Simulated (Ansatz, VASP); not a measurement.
## Two plane-wave programs on Tl

```
CELL_PARAMETERS angstrom
3.64009 0.00000 0.00000
-1.82005 3.15241 0.00000
0.00000 0.00000 5.66026
ATOMIC_POSITIONS crystal
Tl 0.33333 0.66667 0.25000
Tl 0.66667 0.33333 0.75000
```

Alike in both runs: task single point; functional RPBE; k mesh 16 × 16 × 9; occupations fermi-dirac, width 0.1 eV; no spin polarisation.

|  | VASP | Ansatz |
| --- | --- | --- |
| version | VASP 6.6.1 | Ansatz 0.2.0 |
| potentials or method | VASP PAW PBE potentials, release 64 (Tl_d), cutoff 520 eV | plane waves (420 eV) with PAW, scalar-relativistic |
| valence electrons in the cell | 26 | 26 |

```tsv
	VASP	Ansatz	Ansatz less VASP
pressure (GPa)	0.8	0.9	+0.06
traceless stress, the component that is largest in VASP (GPa)	0.23	0.23	+0.002
```

VASP's potentials were made for PBE, not for RPBE.

Spin-orbit coupling is off throughout.
